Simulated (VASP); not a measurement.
A run of VASP 6.6.1:

File POSCAR:

```
GaSb
1.0
    0.0000000000      2.9739024340      3.1421730518
    2.9739024340      0.0000000000      3.1421730518
    2.9739024340      2.9739024340      0.0000000000
Ga Sb
1 1
Direct
    0.0000000000      0.0000000000      0.0000000000
    0.2500000000      0.2500000000      0.2500000000
```

The input INCAR.step1:

```
SYSTEM = GaSb
PREC     = Accurate       ! precision mode
ENCUT    = 550            ! plane-wave cutoff, eV
ISMEAR   = -1             ! smearing method
SIGMA    = 0.02           ! smearing width, eV
LREAL    = .FALSE.        ! projectors in reciprocal space
LASPH    = .TRUE.         ! aspherical terms in the spheres
NELM     = 120            ! most SCF steps
NBANDS   = 21             ! bands
GGA      = PE             ! functional
ALGO     = Normal         ! electronic algorithm
EDIFF    = 1E-5           ! SCF threshold, eV
LWAVE    = .TRUE.         ! write WAVECAR
LCHARG   = .FALSE.        ! write CHGCAR
GGA_COMPAT= .FALSE.
```

INCAR.step2

```
SYSTEM = GaSb
PREC     = Accurate       ! precision mode
ENCUT    = 550            ! plane-wave cutoff, eV
EDIFF    = 1E-6           ! SCF threshold, eV
ISMEAR   = -1             ! smearing method
SIGMA    = 0.02           ! smearing width, eV
LREAL    = .FALSE.        ! projectors in reciprocal space
LASPH    = .TRUE.         ! aspherical terms in the spheres
NELM     = 120            ! most SCF steps
ALGO     = Normal         ! electronic algorithm
ISIF     = 2              ! what is computed and relaxed
LWAVE    = .FALSE.        ! write WAVECAR
LCHARG   = .FALSE.        ! write CHGCAR
METAGGA  = R2SCAN         ! meta-GGA
LMIXTAU  = .TRUE.       
NBANDS   = 21             ! bands
ISTART   = 1            
GGA_COMPAT= .FALSE.
```

KPOINTS

```
regular mesh
0
G
  8 8 8
  0 0 0
```

Potentials or basis: VASP PAW PBE potentials, release 64 (Ga_d, Sb_d_GW).

The run is started by

```sh
$ cat potpaw_PBE.64/Ga_d/POTCAR potpaw_PBE.64/Sb_d_GW/POTCAR > POTCAR
$ cp INCAR.step1 INCAR
$ mpirun -np 1 vasp_std > vasp.out
$ cp INCAR.step2 INCAR
$ mpirun -np 1 vasp_std > vasp.out
```

Hardware: 1 thread of Intel(R) Xeon(R) Platinum 8488C (Sapphire Rapids), on a shared host.

**Question.** Estimate the wall time of this run.

**Answer.** Wall time 2.6 min on 1 thread of Intel(R) Xeon(R) Platinum 8488C (Sapphire Rapids), on a shared host, peak memory 0.27 GiB. Counts: k points 59.
